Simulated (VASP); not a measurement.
Input of a VASP 6.6.1 run:

The input POSCAR:

```
NbSi2
1.0
    4.7952693000      0.0000000000      0.0000000000
   -2.3976346500      4.1528250300      0.0000000000
    0.0000000000      0.0000000000      6.5820008100
Nb Si
3 6
Direct
    0.5000000000      0.0000000000      0.0000000000
    0.5000000000      0.5000000000      0.6666666700
    0.0000000000      0.5000000000      0.3333333300
    0.1586480800      0.3172961700      0.0000000000
    0.8413519200      0.1586480800      0.6666666700
    0.6827038300      0.8413519200      0.3333333300
    0.8413519200      0.6827038300      0.0000000000
    0.1586480800      0.8413519200      0.6666666700
    0.3172961700      0.1586480800      0.3333333300
```

File INCAR.step1:

```
PREC     = Accurate       # precision mode
ENCUT    = 520            # plane-wave cutoff, eV
ISMEAR   = -1             # smearing method
SIGMA    = 0.1            # smearing width, eV
LREAL    = False          # projectors in reciprocal space
LASPH    = True           # aspherical terms in the spheres
NELM     = 80             # most SCF steps
NBANDS   = 42             # bands
GGA      = PE             # functional
ALGO     = Normal         # electronic algorithm
EDIFF    = 1E-4           # SCF threshold, eV
LWAVE    = True           # write WAVECAR
LCHARG   = False          # write CHGCAR
```

File INCAR.step2:

```
PREC     = Accurate       # precision mode
ENCUT    = 520            # plane-wave cutoff, eV
EDIFF    = 1E-6           # SCF threshold, eV
ISMEAR   = -1             # smearing method
SIGMA    = 0.1            # smearing width, eV
LREAL    = False          # projectors in reciprocal space
LASPH    = True           # aspherical terms in the spheres
NELM     = 80             # most SCF steps
ALGO     = Normal         # electronic algorithm
ISIF     = 2              # what is computed and relaxed
LWAVE    = False          # write WAVECAR
LCHARG   = False          # write CHGCAR
METAGGA  = R2SCAN         # meta-GGA
LMIXTAU  = True         
NBANDS   = 42             # bands
ISTART   = 1
```

KPOINTS

```
Automatic mesh
0
Gamma
  8 8 5
```

Potentials or basis: VASP PAW PBE potentials, release 64 (Nb_sv, Si).

The run is started by

```console
$ cat potpaw_PBE.64/Nb_sv/POTCAR potpaw_PBE.64/Si/POTCAR > POTCAR
$ cp INCAR.step1 INCAR
$ mpirun -np 1 vasp_std > vasp.out
$ cp INCAR.step2 INCAR
$ mpirun -np 1 vasp_std > vasp.out
```

Problem. Estimate the largest force.

Solution. 0.003 eV/Å.

Problem. What does it give for the pressure?

Solution. -0.2 GPa.

Forces on the atoms (eV/Å):
```
Nb   0.000  0.000  0.000
Nb   0.000  0.000  0.000
Nb   0.000  0.000  0.000
Si   0.000 -0.003  0.000
Si   0.003 -0.002  0.000
Si   0.003  0.002  0.000
Si   0.000  0.003  0.000
Si  -0.003  0.002  0.000
Si  -0.003 -0.002  0.000
```

Caveat: the PAW data sets were made with another functional, which shifts forces and pressure a little.
